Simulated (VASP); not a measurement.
# C: relaxation of cell and atoms with PBE

C:

```
C
1.0
     3.12945    0.00000    0.00000
    -1.56473    2.71019    0.00000
     0.00000    0.00000    6.93249
C
9
Direct
  0.81656 0.18344 0.83333
  0.81656 0.63311 0.50000
  0.36689 0.18344 0.16667
  0.00000 0.00000 0.66667
  0.00000 0.00000 0.33333
  0.00000 0.00000 0.00000
  0.18344 0.81656 0.83333
  0.18344 0.36689 0.50000
  0.63311 0.81656 0.16667
```

The cell was generated, and may not be a known phase.

```
Program                : VASP 6.6.1
Task                   : relaxation of cell and atoms
Functional             : PBE
Potentials or basis    : VASP PAW PBE potentials, release 64 (C)
Cutoff                 : 600 eV
k mesh                 : 12 × 12 × 6
Occupations            : gaussian, width 0.1 eV
Spin                   : no spin polarisation
Dipole correction      : no
Further INCAR settings : ALGO = Normal; EDIFF = 1e-06; IBRION = 2; EDIFFG = -0.01; NSW = 100; ISIF = 3
```

| Item | Value |
| --- | --- |
| Relaxed volume | 6.52 Å³/atom |
| Relaxed cell | a = 3.127 Å, b = 3.127 Å, c = 6.934 Å, α = 90.00°, β = 90.00°, γ = 120.00° |
| Space group after relaxing (to 0.1 Å) | P6_222 (No. 180) |
| Energy gained by relaxing | 0.0 meV/atom |
| Ionic steps | 4 |
| Pressure after relaxing | 0.1 GPa |
| Band gap on the k mesh | zero (bands 18 and 19 overlap by 0.05 eV) |

The path:
```
step  energy change (eV)  largest force (eV/Å)  pressure (GPa)  volume (Å³)
   1              0.0000                0.0588           -0.03        58.80
   2              0.0003                0.0966           -0.58        58.79
   3             -0.0002                0.0044           -0.26        58.79
   4             -0.0003                0.0010            0.07        58.71
```

Final structure:
```yaml
crystal:
  lattice:
    - [3.12690, 0.00000, 0.00000]
    - [-1.56345, 2.70797, 0.00000]
    - [0.00000, 0.00000, 6.93389]
  atoms:
    - { symbol: C, position: [0.81630, 0.18370, 0.83333] }
    - { symbol: C, position: [0.81630, 0.63261, 0.50000] }
    - { symbol: C, position: [0.36739, 0.18370, 0.16667] }
    - { symbol: C, position: [0.00000, 0.00000, 0.66667] }
    - { symbol: C, position: [0.00000, 0.00000, 0.33333] }
    - { symbol: C, position: [0.00000, 0.00000, 0.00000] }
    - { symbol: C, position: [0.18370, 0.81630, 0.83333] }
    - { symbol: C, position: [0.18370, 0.36739, 0.50000] }
    - { symbol: C, position: [0.63261, 0.81630, 0.16667] }
```

Levels at points of the mesh, in eV from the Fermi level:
| k point | band 14 | band 15 | band 16 | band 17 | band 18 | band 19 | band 20 | band 21 | band 22 | band 23 |
| --- | --- | --- | --- | --- | --- | --- | --- | --- | --- | --- |
| (0.00, 0.00, 0.00) | -5.60 | -5.11 | -4.73 | -3.83 | -3.83 | 0.58 | 2.09 | 2.09 | 3.18 | 3.18 |
| (0.50, 0.00, 0.00) | -5.46 | -4.06 | -2.97 | -2.59 | -0.66 | 0.68 | 3.82 | 5.64 | 6.41 | 6.69 |
| (0.00, 0.00, 0.50) | -5.20 | -5.20 | -4.33 | -3.76 | -3.76 | 1.04 | 1.04 | 2.51 | 2.51 | 2.80 |
| (0.50, 0.00, 0.50) | -6.10 | -4.92 | -3.62 | -1.41 | -0.52 | 0.11 | 4.37 | 5.26 | 5.72 | 5.74 |

Wall time 6.8 min on 1 thread of Intel Xeon 8259CL, with other jobs on the host, peak memory 0.25 GiB.
